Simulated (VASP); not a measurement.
# Ti (Im-3m) in VASP: single point with r2SCAN

Aim: the single point of Ti with r2SCAN.

Program: VASP 6.6.1. These are calculated values, not measurements. Logs are shortened: lines on timing, memory, paths and dates and some standing lists are left out, and cuts for length are marked.

### Step 1. The cell of the first run

The structure is cubic, space group Im-3m (No. 229). Conventional cell: a = 3.251 Å, b = 3.251 Å, c = 3.251 Å, α = 90.00°, β = 90.00°, γ = 90.00°. Within 3.7 Å of Ti (site symmetry m-3m) lie 14 Ti at 2.82 to 3.25 Å.

### Step 2. Single point, r2SCAN

File POSCAR:

```
Ti
1.0
   -1.6255383941      1.6255383941      1.6255383941
    1.6255383941     -1.6255383941      1.6255383941
    1.6255383941      1.6255383941     -1.6255383941
Ti
1
Direct
    0.0000000000      0.0000000000      0.0000000000
```

File INCAR.step1:

```
PREC = Accurate
ENCUT = 520
ISMEAR = 0
SIGMA = 0.05
LREAL = False
LASPH = True
NELM = 60
NBANDS = 12
GGA = PE
ALGO = Normal
EDIFF = 1E-4
LWAVE = True
LCHARG = False
```

File INCAR.step2:

```
PREC = Accurate
ENCUT = 520
EDIFF = 1E-7
ISMEAR = 0
SIGMA = 0.05
LREAL = False
LASPH = True
NELM = 60
ALGO = Normal
ISIF = 2
LWAVE = False
LCHARG = False
METAGGA = R2SCAN
LMIXTAU = True
NBANDS = 12
ISTART = 1
```

File KPOINTS:

```
Automatic mesh
0
Gamma
  18 18 18
```

Potentials or basis: VASP PAW PBE potentials, release 64 (Ti_sv).

Launch:

```bash
> cat potpaw_PBE.64/Ti_sv/POTCAR > POTCAR
> cp INCAR.step1 INCAR
> mpirun -np 1 vasp_std > vasp.out
> cp INCAR.step2 INCAR
> mpirun -np 1 vasp_std > vasp.out
```

OUTCAR:

```text
PREC = Accurate
   ENCUT = 520
   EDIFF = 1E-7
   ISMEAR = 0
   LREAL = False
   LASPH = True
   NELM = 60
   ISIF = 2
   METAGGA = R2SCAN
   ISTART = 1

 ion  position               nearest neighbor table
   1  0.000  0.000  0.000-

  LATTYP: Found a body centered cubic cell.
 ALAT       =     3.2510767882

  Lattice vectors:

 A1 = (  -1.6255383941,   1.6255383941,   1.6255383941)
 A2 = (   1.6255383941,  -1.6255383941,   1.6255383941)
 A3 = (   1.6255383941,   1.6255383941,  -1.6255383941)

Analysis of symmetry for initial positions (statically):
=====================================================================
 Subroutine PRICEL returns:
 Original cell was already a primitive cell.

 Routine SETGRP: Setting up the symmetry group for a
 body centered cubic supercell.

 Subroutine GETGRP returns: Found 48 space group operations
 (whereof 48 operations were pure point group operations)
 out of a pool of 48 trial point group operations.

The static configuration has the point symmetry O_h .

Analysis of symmetry for dynamics (positions and initial velocities):
=====================================================================
 Subroutine PRICEL returns:
 Original cell was already a primitive cell.

 Routine SETGRP: Setting up the symmetry group for a
 body centered cubic supercell.

 Subroutine GETGRP returns: Found 48 space group operations
 (whereof 48 operations were pure point group operations)
 out of a pool of 48 trial point group operations.

The dynamic configuration has the point symmetry O_h .

 Subroutine INISYM returns: Found 48 space group operations
 (whereof 48 operations are pure point group operations),
 and found     1 'primitive' translations

----------------------------------------------------------------------------------------

                                     Primitive cell

  volume of cell :      17.1811

  direct lattice vectors                    reciprocal lattice vectors
    -1.625538394  1.625538394  1.625538394     0.000000000  0.307590397  0.307590397
     1.625538394 -1.625538394  1.625538394     0.307590397  0.000000000  0.307590397
     1.625538394  1.625538394 -1.625538394     0.307590397  0.307590397  0.000000000

  length of vectors
     2.815515088  2.815515088  2.815515088     0.434998511  0.434998511  0.434998511

  position of ions in fractional coordinates (direct lattice)
     0.000000000  0.000000000  0.000000000

  ion indices of the primitive-cell ions
   primitive index   ion index
                 1           1

----------------------------------------------------------------------------------------

 KPOINTS: Automatic mesh

Automatic generation of k-mesh.
 Grid dimensions read from file:
 generate k-points for:   18   18   18

 Generating k-lattice:

  Cartesian coordinates                     Fractional coordinates (reciprocal lattice)
     0.000000000  0.017088355  0.017088355     0.055555556  0.000000000  0.000000000
     0.017088355  0.000000000  0.017088355     0.000000000  0.055555556  0.000000000
     0.017088355  0.017088355  0.000000000     0.000000000  0.000000000  0.055555556

  Length of vectors
     0.024166584  0.024166584  0.024166584

  Shift w.r.t. Gamma in fractional coordinates (k-lattice)
     0.000000000  0.000000000  0.000000000

 Subroutine IBZKPT returns following result:
 ===========================================

 Found    195 irreducible k-points:

 Following reciprocal coordinates:
            Coordinates               Weight
  0.000000  0.000000  0.000000      1.000000
  0.055556  0.000000  0.000000     12.000000
  0.111111  0.000000  0.000000     12.000000
  0.166667  0.000000  0.000000     12.000000
  0.222222  0.000000  0.000000     12.000000
  0.277778  0.000000  0.000000     12.000000
[... 16 lines left out ...]
  0.333333  0.111111  0.000000     48.000000
  0.388889  0.111111  0.000000     48.000000
 [... further k-points ...]
   k-points           NKPTS =    195   k-points in BZ     NKDIM =    195   number of bands    NBANDS=     12
   number of dos      NEDOS =    301   number of ions     NIONS =      1
   total plane-waves  NPLWV =  13824
   dimension x,y,z NGX =    24 NGY =   24 NGZ =   24
   dimension x,y,z NGXF=    48 NGYF=   48 NGZF=   48
   ions per type =               1
   NGX,Y,Z   is equivalent  to a cutoff of  14.17, 14.17, 14.17 a.u.
   NGXF,Y,Z  is equivalent  to a cutoff of  28.34, 28.34, 28.34 a.u.
 SYSTEM =  unknown system
   PREC   = accura    normal or accurate (medium, high low for compatibility)
   ISTART =      1    job   : 0-new  1-cont  2-samecut
   ICHARG =      0    charge: 1-file 2-atom 10-const
   ISPIN  =      1    spin polarized calculation?
   LNONCOLLINEAR =      F non collinear calculations
   LSORBIT =      F    spin-orbit coupling
   LASPH  =      T    aspherical Exc in radial PAW
   ENCUT  =  520.0 eV  38.22 Ry    6.18 a.u.   5.23  5.23  5.23*2*pi/ulx,y,z
   NELM   =     60;   NELMIN=  2; NELMDL=  0     # of ELM steps
   EDIFF  = 0.1E-06   stopping-criterion for ELM
   LREAL  =      F    real-space projection
   EDIFFG = 0.1E-05   stopping-criterion for IOM
   NSW    =      0    number of steps for IOM
   IBRION =     -1    ionic relax: 0-MD 1-quasi-New 2-CG
   NFREE  =      0    steps in history (QN), initial steepest desc. (CG)
   ISIF   =      2    stress and relaxation
   ISYM   =      2    0-nonsym 1-usesym 2-fastsym
   POTIM  = 0.5000    time-step for ionic-motion
   TEBEG  =    0.0;   TEEND  =   0.0 temperature during run
   PSTRESS=    0.0 pullay stress
   NELECT =      12.0000    total number of electrons
   NUPDOWN=      -1.0000    fix difference up-down
   EMIN   =  10.00;   EMAX   =-10.00  energy-range for DOS
   EFERMI =   0.00;   METHOD = LEGACY
   ISMEAR =     0;   SIGMA  =   0.05  broadening in eV -4-tet -1-fermi 0-gaus
   EFERMI_NEDOS =   21; number of points for ismear=-14 and -15
   IALGO  =     38    algorithm
   IMIX   =      4    mixing-type and parameters
     AMIX     =   0.40;   BMIX     =  1.00
     AMIX_MAG =   1.60;   BMIX_MAG =  1.00
  volume/ion in A,a.u.               =      17.18       115.94
  Fermi-wavevector in a.u.,A,eV,Ry     =   1.452506  2.744839 28.705224  2.109774
  Thomas-Fermi vector in A             =   2.569880
   LORBIT       =      0    0 simple, 1 ext, 2 COOP (PROOUT), +10 PAW based schemes
   METAGGA = R2SCAN    functional components
   LHFCALC =     F    Hartree Fock is set to
   AEXX    =    0.0000 exact exchange contribution
   IVDW    =     0    specifies the selected vdW correction
   LEPSILON=     F    determine dielectric tensor
   LRPA    =     F    only Hartree local field effects (RPA)
 non-spin polarized calculation
 Gauss-broadening in eV      SIGMA  =   0.05
  energy-cutoff  :      520.00
  volume of cell :       17.18
 maximum number of plane-waves:       476
 NGX is ok and might be reduce to    24
   NGX = 11   NGY = 11   NGZ = 11

 number of electron      11.9999996 magnetization

 Free energy of the ion-electron system (eV)
  ---------------------------------------------------
  ext. energy  EPLUGINS =         0.00000000
  ---------------------------------------------------
  free energy    TOTEN  =       -12.81584573 eV

  energy without entropy =      -12.81359663  energy(sigma->0) =      -12.81472118

 E-fermi :   8.2425     XC(G=0): -12.4548

 val. band max:        8.2374434880   @ k =  -0.3889   0.3889   0.1111
 cond. band min:       8.2444906793   @ k =   0.3333   0.1667   0.0556
 fundamental gap:      0.0070471913
 Fermi energy:         8.2425433289

 k-point     1 :       0.0000    0.0000    0.0000
  band No.  band energies     occupation
      1     -50.6491      2.00000
      2     -25.4401      2.00000
      3     -25.4401      2.00000
      4     -25.4400      2.00000
      5       1.8736      2.00000
      6       9.3896      0.00000
      7       9.3896      0.00000
      8       9.3897      0.00000
      9      11.1942      0.00000
     10      11.1942      0.00000
     11      26.4026      0.00000
     12      26.4026      0.00000

 k-point     2 :       0.0556    0.0000    0.0000
  band No.  band energies     occupation
      1     -50.6448      2.00000
      2     -25.4627      2.00000
      3     -25.4469      2.00000
      4     -25.4402      2.00000
      5       1.9847      2.00000
      6       9.3369      0.00000
      7       9.3738      0.00000
      8       9.4696      0.00000
      9      11.1317      0.00000
     10      11.1970      0.00000
     11      26.2234      0.00000
     12      26.3923      0.00000

 k-point     3 :       0.1111    0.0000    0.0000
  band No.  band energies     occupation
      1     -50.6325      2.00000
      2     -25.5277      2.00000
      3     -25.4665      2.00000
      4     -25.4407      2.00000
      5       2.3101      2.00000
      6       9.1883      0.00000
      7       9.3050      0.00000
      8       9.7047      0.00000
      9      10.9900      0.00000
     10      11.2076      0.00000
     11      25.6672      0.00000
     12      26.2723      0.00000

 k-point     4 :       0.1667    0.0000    0.0000
  band No.  band energies     occupation
      1     -50.6136      2.00000
      2     -25.6262      2.00000
      3     -25.4964      2.00000
      4     -25.4415      2.00000
      5       2.8262      2.00000
      6       8.9696      0.00000
      7       9.1386      0.00000
      8      10.0809      0.00000
      9      10.8769      0.00000
     10      11.2314      0.00000
     11      24.7061      0.00000
     12      25.8570      0.00000

 k-point     5 :       0.2222    0.0000    0.0000
  band No.  band energies     occupation
      1     -50.5903      2.00000
      2     -25.7454      2.00000
      3     -25.5329      2.00000
      4     -25.4425      2.00000
      5       3.4880      2.00000
      6       8.7144      0.00000
      7       8.8797      0.00000
      8      10.5728      0.00000
      9      10.8677      0.00000
     10      11.2736      0.00000
     11      23.3869      0.00000
     12      25.1234      0.00000
[... 228 lines left out ...]
      1     -50.5578      2.00000
      2     -25.8867      2.00000
      3     -25.5787      2.00000
      4     -25.4710      2.00000
      5       4.4896      2.00000
      6       8.3624      0.00070
      7       8.4966      0.00000
      8      10.7824      0.00000
      9      11.4177      0.00000
     10      11.5078      0.00000
     11      21.9454      0.00000
     12      23.5484      0.00000

 k-point    22 :       0.2778    0.1111    0.0000
  band No.  band energies     occupation
      1     -50.5357      2.00000
      2     -25.9847      2.00000
      3     -25.6223      2.00000
      4     -25.4733      2.00000
      5       5.1635      2.00000
      6       8.1495      1.99149
      7       8.3583      0.00107
      8      10.9146      0.00000
      9      11.5383      0.00000
     10      12.0725      0.00000
     11      20.3842      0.00000
     12      22.8453      0.00000

 k-point    23 :       0.3333    0.1111    0.0000
  band No.  band energies     occupation
      1     -50.5177      2.00000
      2     -26.0633      2.00000
      3     -25.6583      2.00000
      4     -25.4749      2.00000
      5       5.6362      2.00000
      6       8.0178      2.00000
      7       8.4155      0.00000
      8      11.0503      0.00000
      9      11.6064      0.00000
     10      12.6515      0.00000
     11      18.9545      0.00000
     12      22.2805      0.00000

 k-point    24 :       0.3889    0.1111    0.0000
  band No.  band energies     occupation
      1     -50.5059      2.00000
      2     -26.1141      2.00000
      3     -25.6819      2.00000
      4     -25.4759      2.00000
      5       5.8506      2.00000
      6       7.9322      2.00000
      7       8.6470      0.00000
      8      11.1265      0.00000
      9      11.6874      0.00000
     10      13.0973      0.00000
     11      17.8873      0.00000
     12      21.9103      0.00000

 [... further k-points ...]

------------------------ aborting loop because EDIFF is reached ----------------------------------------

  FORCE on cell =-STRESS in cart. coord.  units (eV):
  Direction    XX          YY          ZZ          XY          YZ          ZX
  --------------------------------------------------------------------------------------
  -------------------------------------------------------------------------------------
  Total        0.0460516      0.0460516      0.0460516      0.0000000      0.0000000      0.0000000
  in kB        4.2944141      4.2944141      4.2944141      0.0000000      0.0000000      0.0000000
  external PRESSURE =       4.2944141 kB  Pullay stress =       0.0000000 kB

 VOLUME and BASIS-vectors are now :
 -----------------------------------------------------------------------------
  energy-cutoff  :      520.00
  volume of cell :       17.18
      direct lattice vectors                 reciprocal lattice vectors
    -1.625538394  1.625538394  1.625538394     0.000000000  0.307590397  0.307590397
     1.625538394 -1.625538394  1.625538394     0.307590397  0.000000000  0.307590397
     1.625538394  1.625538394 -1.625538394     0.307590397  0.307590397  0.000000000

 POSITION                                       TOTAL-FORCE (eV/Angst)
 -----------------------------------------------------------------------------------
      0.00000      0.00000      0.00000         0.000000      0.000000      0.000000
 -----------------------------------------------------------------------------------
    total drift:                               -0.000000      0.000000      0.000000

  FREE ENERGIE OF THE ION-ELECTRON SYSTEM (eV)
  ---------------------------------------------------
  free  energy   TOTEN  =       -12.8158457284 eV

  energy  without entropy=      -12.8135966340  energy(sigma->0) =      -12.81472118
```

It took 2.5 min on 1 thread of AMD EPYC 9R45 (Zen 5), shared host; peak memory 0.14 GiB.

What came out:

```
Free energy            : -12.8158 eV
Pressure               : 0.4 GPa
Band gap on the k mesh : zero (band 6 reaches 9.39 eV, above the bottom of band 7 at 7.55 eV)
```

Caveat: the PAW data sets were made with another functional, which shifts forces and pressure a little.
